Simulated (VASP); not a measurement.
# Cs3Pt (Pm-3m) in VASP: single point with PBE

Aim: the single point of Cs3Pt with PBE.

Everything below comes from runs of VASP 6.6.1. Logs are shortened: lines on timing, memory, paths and dates and some standing lists are left out, and cuts for length are marked.

**1. The cell of the first run**

Symmetry: Pm-3m, No. 221, cubic system. The conventional cell has a = 5.778 Å, b = 5.778 Å, c = 5.778 Å, α = 90.00°, β = 90.00°, γ = 90.00°. Pt (site symmetry m-3m) has 12 Cs at 4.09 Å within 5.4 Å. Within 5.4 Å of Cs (site symmetry 4/mmm) lie 4 Pt at 4.09 Å and 8 Cs at 4.09 Å.

**2. Single point, PBE**

File INCAR:

```
PREC = Accurate ; ENCUT = 520
EDIFF = 1E-6 ; ISMEAR = -1
SIGMA = 0.05 ; LREAL = F
LASPH = T ; NELM = 60
ALGO = Normal ; ISIF = 2
LWAVE = F ; LCHARG = F
GGA = PE ; NBANDS = 26
```

File KPOINTS:

```
Automatic mesh
0
Gamma
  5 5 5
```

File POSCAR:

```
Cs3Pt
1.0
    5.7776530000      0.0000000000      0.0000000000
    0.0000000000      5.7776530000      0.0000000000
    0.0000000000      0.0000000000      5.7776530000
Pt Cs
1 3
Direct
    0.5000000000      0.5000000000      0.5000000000
    0.5000000000      0.0000000000      0.0000000000
    0.0000000000      0.5000000000      0.0000000000
    0.0000000000      0.0000000000      0.5000000000
```

Potentials or basis: VASP PAW PBE potentials, release 64 (Pt, Cs_sv).

Launch:

```bash
> cat potpaw_PBE.64/Pt/POTCAR potpaw_PBE.64/Cs_sv/POTCAR > POTCAR
> mpirun -np 1 vasp_std > vasp.out
```

OUTCAR:

```text
PREC = Accurate
   ENCUT = 520
   EDIFF = 1E-6
   ISMEAR = -1
   LREAL = F
   LASPH = T
   NELM = 60
   ISIF = 2
   GGA = PE

 ion  position               nearest neighbor table
   1  0.500  0.500  0.500-
   2  0.500  0.000  0.000-
   3  0.000  0.500  0.000-
   4  0.000  0.000  0.500-

  LATTYP: Found a simple cubic cell.
 ALAT       =     5.7776530000

  Lattice vectors:

 A1 = (   5.7776530000,   0.0000000000,   0.0000000000)
 A2 = (   0.0000000000,   5.7776530000,   0.0000000000)
 A3 = (   0.0000000000,   0.0000000000,   5.7776530000)

Analysis of symmetry for initial positions (statically):
=====================================================================
 Subroutine PRICEL returns:
 Original cell was already a primitive cell.

 Routine SETGRP: Setting up the symmetry group for a
 simple cubic supercell.

 Subroutine GETGRP returns: Found 48 space group operations
 (whereof 48 operations were pure point group operations)
 out of a pool of 48 trial point group operations.

The static configuration has the point symmetry O_h .

Analysis of symmetry for dynamics (positions and initial velocities):
=====================================================================
 Subroutine PRICEL returns:
 Original cell was already a primitive cell.

 Routine SETGRP: Setting up the symmetry group for a
 simple cubic supercell.

 Subroutine GETGRP returns: Found 48 space group operations
 (whereof 48 operations were pure point group operations)
 out of a pool of 48 trial point group operations.

The dynamic configuration has the point symmetry O_h .

 Subroutine INISYM returns: Found 48 space group operations
 (whereof 48 operations are pure point group operations),
 and found     1 'primitive' translations

----------------------------------------------------------------------------------------

                                     Primitive cell

  volume of cell :     192.8654

  direct lattice vectors                    reciprocal lattice vectors
     5.777653000  0.000000000  0.000000000     0.173080661  0.000000000  0.000000000
     0.000000000  5.777653000  0.000000000     0.000000000  0.173080661  0.000000000
[... 67 lines left out ...]
   ICHARG =      2    charge: 1-file 2-atom 10-const
   ISPIN  =      1    spin polarized calculation?
   LNONCOLLINEAR =      F non collinear calculations
   LSORBIT =      F    spin-orbit coupling
   LASPH  =      T    aspherical Exc in radial PAW
   ENCUT  =  520.0 eV  38.22 Ry    6.18 a.u.  10.74 10.74 10.74*2*pi/ulx,y,z
   NELM   =     60;   NELMIN=  2; NELMDL= -5     # of ELM steps
   EDIFF  = 0.1E-05   stopping-criterion for ELM
   LREAL  =      F    real-space projection
   EDIFFG = 0.1E-04   stopping-criterion for IOM
   NSW    =      0    number of steps for IOM
   IBRION =     -1    ionic relax: 0-MD 1-quasi-New 2-CG
   NFREE  =      0    steps in history (QN), initial steepest desc. (CG)
   ISIF   =      2    stress and relaxation
   ISYM   =      2    0-nonsym 1-usesym 2-fastsym
   POTIM  = 0.5000    time-step for ionic-motion
   TEBEG  =    0.0;   TEEND  =   0.0 temperature during run
   PSTRESS=    0.0 pullay stress
   NELECT =      37.0000    total number of electrons
   NUPDOWN=      -1.0000    fix difference up-down
   EMIN   =  10.00;   EMAX   =-10.00  energy-range for DOS
   EFERMI =   0.00;   METHOD = LEGACY
   ISMEAR =    -1;   SIGMA  =   0.05  broadening in eV -4-tet -1-fermi 0-gaus
   EFERMI_NEDOS =   21; number of points for ismear=-14 and -15
   IALGO  =     38    algorithm
   IMIX   =      4    mixing-type and parameters
     AMIX     =   0.40;   BMIX     =  1.00
     AMIX_MAG =   1.60;   BMIX_MAG =  1.00
  volume/ion in A,a.u.               =      48.22       325.38
  Fermi-wavevector in a.u.,A,eV,Ry     =   0.944185  1.784252 12.129405  0.891486
  Thomas-Fermi vector in A             =   2.071966
   LORBIT       =      0    0 simple, 1 ext, 2 COOP (PROOUT), +10 PAW based schemes
   GGA     = PE    functional components
   LHFCALC =     F    Hartree Fock is set to
   AEXX    =    0.0000 exact exchange contribution
   IVDW    =     0    specifies the selected vdW correction
   LEPSILON=     F    determine dielectric tensor
   LRPA    =     F    only Hartree local field effects (RPA)
 non-spin polarized calculation
  energy-cutoff  :      520.00
  volume of cell :      192.87
 maximum number of plane-waves:      5220
 NGX is ok and might be reduce to    48
   NGX = 21   NGY = 21   NGZ = 21

 number of electron      37.0000008 magnetization

 Free energy of the ion-electron system (eV)
  ---------------------------------------------------
  ext. energy  EPLUGINS =         0.00000000
  ---------------------------------------------------
  free energy    TOTEN  =        -7.80307942 eV

  energy without entropy =       -7.78102684  energy(sigma->0) =       -7.79205313

 E-fermi :   2.8620     XC(G=0):  -7.8964

 val. band max:        2.7828334666   @ k =   0.4000   0.2000   0.0000
 cond. band min:       2.8824950295   @ k =   0.4000   0.2000   0.2000
 fundamental gap:      0.0996615629
 Fermi energy:         2.8619643742

 k-point     1 :       0.0000    0.0000    0.0000
  band No.  band energies     occupation
      1     -20.8340      2.00000
      2     -20.6057      2.00000
      3     -20.6057      2.00000
      4      -8.1315      2.00000
      5      -8.1315      2.00000
      6      -8.1315      2.00000
[... 279 lines left out ...]
     25       5.7306      0.00000
     26       5.9654      0.00000

------------------------ aborting loop because EDIFF is reached ----------------------------------------

  FORCE on cell =-STRESS in cart. coord.  units (eV):
  Direction    XX          YY          ZZ          XY          YZ          ZX
  --------------------------------------------------------------------------------------
  -------------------------------------------------------------------------------------
  Total       -0.2612721     -0.2612721     -0.2612721      0.0000000      0.0000000     -0.0000000
  in kB       -2.1704474     -2.1704474     -2.1704474      0.0000000      0.0000000     -0.0000000
  external PRESSURE =      -2.1704474 kB  Pullay stress =       0.0000000 kB

 VOLUME and BASIS-vectors are now :
 -----------------------------------------------------------------------------
  energy-cutoff  :      520.00
  volume of cell :      192.87
      direct lattice vectors                 reciprocal lattice vectors
     5.777653000  0.000000000  0.000000000     0.173080661  0.000000000  0.000000000
     0.000000000  5.777653000  0.000000000     0.000000000  0.173080661  0.000000000
     0.000000000  0.000000000  5.777653000     0.000000000  0.000000000  0.173080661

 POSITION                                       TOTAL-FORCE (eV/Angst)
 -----------------------------------------------------------------------------------
      2.88883      2.88883      2.88883         0.000000      0.000000      0.000000
      2.88883      0.00000      0.00000         0.000000      0.000000      0.000000
      0.00000      2.88883      0.00000         0.000000      0.000000      0.000000
      0.00000      0.00000      2.88883         0.000000      0.000000      0.000000
 -----------------------------------------------------------------------------------
    total drift:                                0.000000     -0.000000      0.000000

  FREE ENERGIE OF THE ION-ELECTRON SYSTEM (eV)
  ---------------------------------------------------
  free  energy   TOTEN  =        -7.8030794241 eV

  energy  without entropy=       -7.7810268410  energy(sigma->0) =       -7.79205313
```

OSZICAR:

```text
N       E                     dE             d eps       ncg     rms          rms(c)
DAV:   1     0.253019747209E+03    0.25302E+03   -0.14813E+04   520   0.117E+03
DAV:   2     0.137958001236E+02   -0.23922E+03   -0.23091E+03   710   0.209E+02
DAV:   3    -0.852860019426E+01   -0.22324E+02   -0.22221E+02   670   0.690E+01
DAV:   4    -0.883531281002E+01   -0.30671E+00   -0.30640E+00   626   0.921E+00
DAV:   5    -0.883858558617E+01   -0.32728E-02   -0.32718E-02   684   0.961E-01    0.304E+00
DAV:   6    -0.796821799563E+01    0.87037E+00   -0.44009E+00   588   0.552E+00    0.327E+00
DAV:   7    -0.785421239216E+01    0.11401E+00   -0.67117E-01   564   0.277E+00    0.123E+00
DAV:   8    -0.780132628947E+01    0.52886E-01   -0.26403E-01   632   0.155E+00    0.400E-01
DAV:   9    -0.780329033011E+01   -0.19640E-02   -0.34051E-02   592   0.641E-01    0.212E-01
DAV:  10    -0.780305279872E+01    0.23753E-03   -0.94261E-03   602   0.299E-01    0.525E-02
DAV:  11    -0.780306254525E+01   -0.97465E-05   -0.76324E-04   598   0.100E-01    0.268E-02
DAV:  12    -0.780307880773E+01   -0.16262E-04   -0.53905E-05   654   0.342E-02    0.543E-03
DAV:  13    -0.780307942411E+01   -0.61638E-06   -0.19824E-06   556   0.536E-03
   1 F= -.78030794E+01 E0= -.77920531E+01  d E =-.220526E-01
```

stdout:

```text
POSCAR found type information on POSCAR PtCs
 POSCAR found :  2 types and       4 ions
 scaLAPACK will be used
 LDA part: xc-table for (Slater+PW92), standard interpolation
 POSCAR, INCAR and KPOINTS ok, starting setup
 FFT: planning ... GRIDC
 FFT: planning ... GRID_SOFT
 FFT: planning ... GRID
 WAVECAR not read
 entering main loop
```

Wall time 81 s (1 thread of Intel Xeon 8259CL, shared host); peak memory 0.33 GiB.

What came out:

* Free energy: -7.8031 eV
* Pressure: -0.2 GPa
* Band gap on the k mesh: zero (an odd number of electrons rules out a gap without spin polarisation)

Levels at points of the mesh, in eV from the Fermi level:
```tsv
k point	band 15	band 16	band 17	band 18	band 19	band 20	band 21	band 22	band 23	band 24
(0.00, 0.00, 0.00)	-1.47	-1.34	-1.34	-1.34	-1.07	1.53	1.53	1.53	1.75	1.75
```

Caveat: spin-orbit coupling is left out, which moves the levels of the heavy elements.
